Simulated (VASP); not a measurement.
Here is a VASP 6.6.1 calculation.

File INCAR:

```
PREC     = Accurate       # precision mode
ENCUT    = 520            # plane-wave cutoff, eV
EDIFF    = 1E-6           # SCF threshold, eV
ISMEAR   = 0              # smearing method
SIGMA    = 0.05           # smearing width, eV
LREAL    = False          # projectors in reciprocal space
LASPH    = True           # aspherical terms in the spheres
NELM     = 150            # most SCF steps
ALGO     = Normal         # electronic algorithm
ISIF     = 2              # what is computed and relaxed
LWAVE    = False          # write WAVECAR
LCHARG   = True           # write CHGCAR
ISPIN    = 2              # spin polarisation
MAGMOM   = 0.5 0.5 0.5 0.5 # initial moments
LORBIT   = 11             # projections on sites
GGA      = PE             # functional
LELF     = True           # ELF
LVHAR    = True         
NBANDS   = 30             # bands
```

File KPOINTS:

```
Automatic mesh
0
Gamma
  1 1 14
```

POSCAR

```
CdS
1.0
   11.4000000000      0.0000000000      0.0000000000
    0.0000000000      9.3000000000      0.0000000000
    0.0000000000      0.0000000000      4.6191889250
Cd S
2 2
Direct
    0.3936370971      0.5000000000      0.0000000000
    0.6063629029      0.5000000000      0.5000000000
    0.3936370971      0.5000000000      0.5000000000
    0.6063629029      0.5000000000      0.0000000000
```

Potentials or basis: VASP PAW PBE potentials, release 64 (Cd, S).

Command:

```bash
$ cat potpaw_PBE.64/Cd/POTCAR potpaw_PBE.64/S/POTCAR > POTCAR
$ mpirun -np 1 vasp_std > vasp.out
```

Estimate the largest force.

1.775 eV/Å.

What does it give for the band gap on the k mesh?

1.63 eV (least direct gap 2.35 eV).

What does it give for the net moment?

0.00 μB per cell.

Forces in eV/Å, atoms in the order of the input:
```
Cd  -1.230  0.000  0.000
Cd   1.230  0.000  0.000
S   -1.775  0.000  0.000
S    1.775  0.000  0.000
```
